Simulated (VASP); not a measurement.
# SiO2 (P4_2/mnm) in VASP: settings compared

Aim: see how the results for SiO2 move with the level of theory and the settings. Levels: PBEsol, r2SCAN. Tasks: single point.

All numbers are computed with VASP 6.6.1; they aren't measurements. Logs are shortened: lines on timing, memory, paths and dates and some standing lists are left out, and cuts for length are marked.

### 1 The cell of the first run

Symmetry: P4_2/mnm, No. 136, tetragonal system. The conventional cell has a = 4.194 Å, b = 4.194 Å, c = 2.679 Å, α = 90.00°, β = 90.00°, γ = 90.00°. Si (site symmetry mmm) has 6 O at 1.77 to 1.82 Å within 2.3 Å. O (site symmetry m2m) has 3 Si at 1.77 to 1.82 Å within 2.3 Å.

### 2 Single point, PBEsol

INCAR

```
SYSTEM = SiO2
PREC     = Accurate       ! precision mode
ENCUT    = 520            ! plane-wave cutoff, eV
EDIFF    = 1E-6           ! SCF threshold, eV
ISMEAR   = -1             ! smearing method
SIGMA    = 0.05           ! smearing width, eV
LREAL    = .FALSE.        ! projectors in reciprocal space
LASPH    = .TRUE.         ! aspherical terms in the spheres
NELM     = 60             ! most SCF steps
ALGO     = Normal         ! electronic algorithm
ISIF     = 2              ! what is computed and relaxed
LWAVE    = .FALSE.        ! write WAVECAR
LCHARG   = .FALSE.        ! write CHGCAR
GGA      = PS             ! functional
NBANDS   = 25             ! bands
```

KPOINTS

```
regular mesh
0
G
  6 6 9
  0 0 0
```

POSCAR

```
SiO2
1.0
    4.1943470000      0.0000000000      0.0000000000
    0.0000000000      4.1943470000      0.0000000000
    0.0000000000      0.0000000000      2.6785480000
Si O
2 4
Direct
    0.0000000000      0.0000000000      0.0000000000
    0.5000000000      0.5000000000      0.5000000000
    0.3060380000      0.3060380000      0.0000000000
    0.6939620000      0.6939620000      0.0000000000
    0.1939620000      0.8060380000      0.5000000000
    0.8060380000      0.1939620000      0.5000000000
```

Potentials or basis: VASP PAW PBE potentials, release 64 (Si, O).

Started as:

```
> cat potpaw_PBE.64/Si/POTCAR potpaw_PBE.64/O/POTCAR > POTCAR
> mpirun -np 1 vasp_std > vasp.out
```

OUTCAR:

```text
SYSTEM = SiO2
   PREC = Accurate
   ENCUT = 520
   EDIFF = 1E-6
   ISMEAR = -1
   LREAL = .FALSE.
   LASPH = .TRUE.
   NELM = 60
   ISIF = 2
   GGA = PS

 ion  position               nearest neighbor table
   1  0.000  0.000  0.000-   5 1.77   6 1.77   5 1.77   6 1.77   3 1.82   4 1.82
   2  0.500  0.500  0.500-   3 1.77   4 1.77   3 1.77   4 1.77   5 1.82   6 1.82
   3  0.306  0.306  0.000-   2 1.77   2 1.77   1 1.82
   4  0.694  0.694  0.000-   2 1.77   2 1.77   1 1.82
   5  0.194  0.806  0.500-   1 1.77   1 1.77   2 1.82
   6  0.806  0.194  0.500-   1 1.77   1 1.77   2 1.82

  LATTYP: Found a simple tetragonal cell.
 ALAT       =     4.1943470000
 C/A-ratio  =     0.6386090612

  Lattice vectors:

 A1 = (   4.1943470000,   0.0000000000,   0.0000000000)
 A2 = (   0.0000000000,   4.1943470000,   0.0000000000)
 A3 = (   0.0000000000,   0.0000000000,   2.6785480000)

Analysis of symmetry for initial positions (statically):
=====================================================================
 Subroutine PRICEL returns:
 Original cell was already a primitive cell.

 Routine SETGRP: Setting up the symmetry group for a
 simple tetragonal supercell.

 Subroutine GETGRP returns: Found 16 space group operations
 (whereof  8 operations were pure point group operations)
 out of a pool of 16 trial point group operations.

The static configuration has the point symmetry D_2h.
 The point group associated with its full space group is D_4h.

Analysis of symmetry for dynamics (positions and initial velocities):
=====================================================================
 Subroutine PRICEL returns:
 Original cell was already a primitive cell.

 Routine SETGRP: Setting up the symmetry group for a
 simple tetragonal supercell.

 Subroutine GETGRP returns: Found 16 space group operations
 (whereof  8 operations were pure point group operations)
 out of a pool of 16 trial point group operations.

The dynamic configuration has the point symmetry D_2h.
 The point group associated with its full space group is D_4h.

 Subroutine INISYM returns: Found 16 space group operations
 (whereof  8 operations are pure point group operations),
 and found     1 'primitive' translations

----------------------------------------------------------------------------------------

                                     Primitive cell

  volume of cell :      47.1225

  direct lattice vectors                    reciprocal lattice vectors
     4.194347000  0.000000000  0.000000000     0.238416135  0.000000000  0.000000000
     0.000000000  4.194347000  0.000000000     0.000000000  0.238416135  0.000000000
     0.000000000  0.000000000  2.678548000     0.000000000  0.000000000  0.373336599

  length of vectors
     4.194347000  4.194347000  2.678548000     0.238416135  0.238416135  0.373336599

  position of ions in fractional coordinates (direct lattice)
     0.000000000  0.000000000  0.000000000
     0.500000000  0.500000000  0.500000000
     0.306038000  0.306038000  0.000000000
     0.693962000  0.693962000  0.000000000
     0.193962000  0.806038000  0.500000000
     0.806038000  0.193962000  0.500000000

  ion indices of the primitive-cell ions
   primitive index   ion index
                 1           1
                 2           2
                 3           3
                 4           4
                 5           5
                 6           6

----------------------------------------------------------------------------------------

 KPOINTS: regular mesh

Automatic generation of k-mesh.
 Grid dimensions read from file:
 generate k-points for:    6    6    9

 Generating k-lattice:

  Cartesian coordinates                     Fractional coordinates (reciprocal lattice)
     0.039736022  0.000000000  0.000000000     0.166666667  0.000000000  0.000000000
     0.000000000  0.039736022  0.000000000     0.000000000  0.166666667  0.000000000
     0.000000000  0.000000000  0.041481844     0.000000000  0.000000000  0.111111111

  Length of vectors
     0.039736022  0.039736022  0.041481844

  Shift w.r.t. Gamma in fractional coordinates (k-lattice)
     0.000000000  0.000000000  0.000000000

 Subroutine IBZKPT returns following result:
 ===========================================

 Found     50 irreducible k-points:

 Following reciprocal coordinates:
            Coordinates               Weight
  0.000000  0.000000  0.000000      1.000000
  0.166667  0.000000  0.000000      4.000000
  0.333333  0.000000  0.000000      4.000000
  0.500000  0.000000  0.000000      2.000000
  0.166667  0.166667  0.000000      4.000000
  0.333333  0.166667  0.000000      8.000000
[... 16 lines left out ...]
  0.333333  0.000000  0.222222      8.000000
  0.500000  0.000000  0.222222      4.000000
 [... further k-points ...]
   k-points           NKPTS =     50   k-points in BZ     NKDIM =     50   number of bands    NBANDS=     25
   number of dos      NEDOS =    301   number of ions     NIONS =      6
   total plane-waves  NPLWV =  20480
   dimension x,y,z NGX =    32 NGY =   32 NGZ =   20
   dimension x,y,z NGXF=    64 NGYF=   64 NGZF=   40
   ions per type =               2   4
   NGX,Y,Z   is equivalent  to a cutoff of  12.68, 12.68, 12.41 a.u.
   NGXF,Y,Z  is equivalent  to a cutoff of  25.37, 25.37, 24.83 a.u.
 SYSTEM =  SiO2
   PREC   = accura    normal or accurate (medium, high low for compatibility)
   ISTART =      0    job   : 0-new  1-cont  2-samecut
   ICHARG =      2    charge: 1-file 2-atom 10-const
   ISPIN  =      1    spin polarized calculation?
   LNONCOLLINEAR =      F non collinear calculations
   LSORBIT =      F    spin-orbit coupling
   LASPH  =      T    aspherical Exc in radial PAW
   ENCUT  =  520.0 eV  38.22 Ry    6.18 a.u.   7.80  7.80  4.98*2*pi/ulx,y,z
   NELM   =     60;   NELMIN=  2; NELMDL= -5     # of ELM steps
   EDIFF  = 0.1E-05   stopping-criterion for ELM
   LREAL  =      F    real-space projection
[... 7 lines left out ...]
   TEBEG  =    0.0;   TEEND  =   0.0 temperature during run
   PSTRESS=    0.0 pullay stress
   NELECT =      32.0000    total number of electrons
   NUPDOWN=      -1.0000    fix difference up-down
   EMIN   =  10.00;   EMAX   =-10.00  energy-range for DOS
   EFERMI =   0.00;   METHOD = LEGACY
   ISMEAR =    -1;   SIGMA  =   0.05  broadening in eV -4-tet -1-fermi 0-gaus
   EFERMI_NEDOS =   21; number of points for ismear=-14 and -15
   IALGO  =     38    algorithm
   IMIX   =      4    mixing-type and parameters
     AMIX     =   0.40;   BMIX     =  1.00
     AMIX_MAG =   1.60;   BMIX_MAG =  1.00
  volume/ion in A,a.u.               =       7.85        53.00
  Fermi-wavevector in a.u.,A,eV,Ry     =   1.438960  2.719240 28.172310  2.070606
  Thomas-Fermi vector in A             =   2.557869
   LORBIT       =      0    0 simple, 1 ext, 2 COOP (PROOUT), +10 PAW based schemes
   GGA     = PS    functional components
   LHFCALC =     F    Hartree Fock is set to
   AEXX    =    0.0000 exact exchange contribution
   IVDW    =     0    specifies the selected vdW correction
   LEPSILON=     F    determine dielectric tensor
   LRPA    =     F    only Hartree local field effects (RPA)
 non-spin polarized calculation
  energy-cutoff  :      520.00
  volume of cell :       47.12
 maximum number of plane-waves:      1281
 NGX is ok and might be reduce to    32
   NGX = 15   NGY = 15   NGZ =  9

 number of electron      31.9999977 magnetization

 Free energy of the ion-electron system (eV)
  ---------------------------------------------------
  ext. energy  EPLUGINS =         0.00000000
  ---------------------------------------------------
  free energy    TOTEN  =       -48.98539490 eV

  energy without entropy =      -48.98539490  energy(sigma->0) =      -48.98539490

 E-fermi :   8.9964     XC(G=0): -12.4680

 val. band max:        8.0075688432   @ k =   0.0000   0.0000   0.0000
 cond. band min:      13.3682122325   @ k =   0.0000   0.0000   0.0000
 fundamental gap:      5.3606433893
 Fermi energy:         8.9963628439

 k-point     1 :       0.0000    0.0000    0.0000
  band No.  band energies     occupation
      1     -14.4438      2.00000
      2     -10.8125      2.00000
      3     -10.8125      2.00000
      4     -10.5821      2.00000
      5      -2.8597      2.00000
      6       1.5713      2.00000
[... 17 lines left out ...]
     24      22.0247      0.00000
     25      23.5258      0.00000

 k-point     2 :       0.1667    0.0000    0.0000
  band No.  band energies     occupation
      1     -14.2988      2.00000
      2     -11.4780      2.00000
      3     -10.7390      2.00000
      4     -10.2239      2.00000
      5      -2.6645      2.00000
      6       0.8273      2.00000
[... 17 lines left out ...]
     24      21.4493      0.00000
     25      23.3043      0.00000

 k-point     3 :       0.3333    0.0000    0.0000
  band No.  band energies     occupation
      1     -13.8750      2.00000
      2     -12.3680      2.00000
      3     -10.5418      2.00000
      4     -10.1330      2.00000
      5      -2.1261      2.00000
      6      -0.2976      2.00000
[... 17 lines left out ...]
     24      21.6217      0.00000
     25      22.8220      0.00000

 k-point     4 :       0.5000    0.0000    0.0000
  band No.  band energies     occupation
      1     -13.2079      2.00000
      2     -13.2079      2.00000
      3     -10.2952      2.00000
      4     -10.2952      2.00000
      5      -1.3180      2.00000
      6      -1.3180      2.00000
[... 17 lines left out ...]
     24      21.3016      0.00000
     25      22.6505      0.00000
[... 477 lines left out ...]
 k-point    22 :       0.1667    0.0000    0.2222
  band No.  band energies     occupation
      1     -13.6697      2.00000
      2     -11.1572      2.00000
      3     -10.4525      2.00000
      4     -10.1805      2.00000
      5      -2.3927      2.00000
      6       0.8593      2.00000
[... 17 lines left out ...]
     24      21.4956      0.00000
     25      21.8511      0.00000

 k-point    23 :       0.3333    0.0000    0.2222
  band No.  band energies     occupation
      1     -13.2768      2.00000
      2     -11.9185      2.00000
      3     -10.3193      2.00000
      4     -10.0843      2.00000
      5      -1.7066      2.00000
      6       0.1083      2.00000
[... 17 lines left out ...]
     24      20.5685      0.00000
     25      21.7924      0.00000

 k-point    24 :       0.5000    0.0000    0.2222
  band No.  band energies     occupation
      1     -12.6670      2.00000
      2     -12.6670      2.00000
      3     -10.1656      2.00000
      4     -10.1656      2.00000
      5      -0.8215      2.00000
      6      -0.8215      2.00000
[... 17 lines left out ...]
     24      20.4733      0.00000
     25      21.6822      0.00000

 [... further k-points ...]

------------------------ aborting loop because EDIFF is reached ----------------------------------------

  FORCE on cell =-STRESS in cart. coord.  units (eV):
  Direction    XX          YY          ZZ          XY          YZ          ZX
  --------------------------------------------------------------------------------------
  -------------------------------------------------------------------------------------
  Total        0.1184814      0.1184814      0.3774107      0.0000000      0.0000000      0.0000000
  in kB        4.0284007      4.0284007     12.8320685      0.0000000      0.0000000      0.0000000
  external PRESSURE =       6.9629566 kB  Pullay stress =       0.0000000 kB

 VOLUME and BASIS-vectors are now :
 -----------------------------------------------------------------------------
  energy-cutoff  :      520.00
  volume of cell :       47.12
      direct lattice vectors                 reciprocal lattice vectors
     4.194347000  0.000000000  0.000000000     0.238416135  0.000000000  0.000000000
     0.000000000  4.194347000  0.000000000     0.000000000  0.238416135  0.000000000
     0.000000000  0.000000000  2.678548000     0.000000000  0.000000000  0.373336599

 POSITION                                       TOTAL-FORCE (eV/Angst)
 -----------------------------------------------------------------------------------
      0.00000      0.00000      0.00000         0.000000      0.000000      0.000000
      2.09717      2.09717      1.33927         0.000000      0.000000      0.000000
      1.28363      1.28363      0.00000        -0.022809     -0.022809     -0.000000
      2.91072      2.91072      0.00000         0.022809      0.022809      0.000000
      0.81354      3.38080      1.33927         0.022809     -0.022809     -0.000000
      3.38080      0.81354      1.33927        -0.022809      0.022809      0.000000
 -----------------------------------------------------------------------------------
    total drift:                                0.000000     -0.000000      0.000000

  FREE ENERGIE OF THE ION-ELECTRON SYSTEM (eV)
  ---------------------------------------------------
  free  energy   TOTEN  =       -48.9853949042 eV

  energy  without entropy=      -48.9853949042  energy(sigma->0) =      -48.98539490
```

It took 22 s on 1 thread of Intel Xeon Platinum 8488C (Sapphire Rapids), shared host; peak memory 0.17 GiB.

What came out:

```yaml
Free_energy: -48.9854 eV
Pressure: 0.7 GPa
Largest_force: 0.032 eV/Å
Band_gap_on_the_k_mesh: 5.36 eV, direct
```

Forces on the atoms (eV/Å):
```
Si   0.000  0.000  0.000
Si   0.000  0.000  0.000
O   -0.023 -0.023  0.000
O    0.023  0.023  0.000
O    0.023 -0.023  0.000
O   -0.023  0.023  0.000
```

Caveat: the PAW data sets were made with another functional, which shifts forces and pressure a little. PBEsol gaps usually lie below the measured ones, often by a third to a half.

[end of part 1 of 2]
